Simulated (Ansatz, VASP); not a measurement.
## LiCl: VASP beside Ansatz

The input POSCAR:

```
LiCl
1.0
    3.2711235786      0.0000000000      0.0000000000
    0.0000000000      3.2711235786      0.0000000000
    0.0000000000      0.0000000000      3.2711235786
Li Cl
1 1
Direct
    0.0000000000      0.0000000000      0.0000000000
    0.5000000000      0.5000000000      0.5000000000
```

INCAR.step1

```
PREC = Accurate
ENCUT = 520
EDIFF = 1E-5
ISMEAR = 0
SIGMA = 0.01
LREAL = F
LASPH = T
NELM = 80
ALGO = Normal
ISIF = 2
LWAVE = T
LCHARG = F
NBANDS = 12
GGA = PE
```

Contents of INCAR.step2:

```
PREC = Accurate
ENCUT = 520
EDIFF = 1E-6
ISMEAR = 0
SIGMA = 0.01
LREAL = F
LASPH = T
NELM = 80
ALGO = Normal
ISIF = 2
LWAVE = F
LCHARG = F
METAGGA = R2SCAN
LHFCALC = T
AEXX = 0.25
LMIXTAU = T
PRECFOCK = Normal
NBANDS = 12
ISTART = 1
```

File KPOINTS:

```
Automatic mesh
0
Gamma
  6 6 6
```

Input for Ansatz:

```yaml
crystal:
  lattice:
    - [3.2711235786, 0.0, 0.0]
    - [0.0, 3.2711235786, 0.0]
    - [0.0, 0.0, 3.2711235786]
  atoms:
    - { symbol: Li, position: [0.0, 0.0, 0.0] }
    - { symbol: Cl, position: [0.5, 0.5, 0.5] }
kpoints:
  mp_grid: { grid: [6, 6, 6] }
  band_path:
    path:
      - [0.0, 0.0, 0.0]
      - [0.0, 0.5, 0.0]
      - [0.5, 0.5, 0.0]
      - [0.5, 0.5, 0.5]
      - [0.0, 0.5, 0.5]
    npoints: 1
hamiltonian:
  xc: r2scan0
scf:
  occupations: { method: fixed }
  n_extra_bands: 4
output:
  forces: true
  stress: true
  eigenvalues: true
```

Alike in both runs: task single point; functional r2SCAN0; k mesh 6 × 6 × 6; no spin polarisation.

|  | VASP | Ansatz |
| --- | --- | --- |
| version | VASP 6.6.1 | Ansatz 0.2.0 |
| potentials or method | VASP PAW PBE potentials, release 64 (Li_sv, Cl) | plane waves, PAW |
| plane-wave cutoff (eV) | 520 | 500 |
| occupations | gaussian, width 0.01 eV | fixed |
| valence electrons in the cell | 10 | 10 |

VASP gave:

| Property | Result |
| --- | --- |
| gap on the k mesh at the Fermi level (eV) | 7.00 |

Question: Which values does Ansatz return?

Answer: gap on the k mesh at the Fermi level (eV): 6.90.

VASP's potentials were made for PBE, not for r2SCAN0. Ansatz's warnings: stress exchange threshold loose, stress scf threshold loose.

Noted on VASP's run: the cutoff is short for stress, so the pressure is rough.
